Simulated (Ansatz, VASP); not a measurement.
# Two plane-wave programs on SiGeTe2S2

```
Si Ge Te S
1.0
    -2.45528    2.45528    5.72676
     2.45528   -2.45528    5.72676
     2.45528    2.45528   -5.72676
Si Ge Te S
1 1 2 2
Cartesian
  0.0000 0.0000 5.7268
  0.0000 0.0000 0.0000
  0.0000 0.0000 8.5242
  0.0000 0.0000 2.9293
  0.0000 2.4553 0.0000
  2.4553 0.0000 0.0000
```

Alike in both runs: functional PBE; k mesh 4 × 4 × 4; occupations gaussian, width 0.1 eV; no spin polarisation.

Ansatz relaxed the structure, and its values are those at the end. VASP's run is a single point on that final structure, the one shown.

```csv
,VASP,Ansatz
version,VASP 6.6.1,Ansatz 0.2.0
potentials or method,"VASP PAW PBE potentials, release 64 (Si, Ge_d, Te, S), cutoff 520 eV","scalar-relativistic, plane waves, PAW"
valence electrons in the cell,42,62
```

VASP gave:

```
gap on the k mesh at the Fermi level (eV) : none
pressure (GPa)                            : 0.0
```

Problem. Which values does Ansatz return?

Solution. gap on the k mesh at the Fermi level (eV): none; pressure (GPa): 0.1.

A gap of «none» marks a metal or a gap that the smearing closes. VASP's potentials hold 42 valence electrons a cell and Ansatz's 62, so a difference there can come from the potentials and not from the codes.

The k mesh is coarse, so the values compare programs but aren't converged. Neither program's run includes spin-orbit coupling.
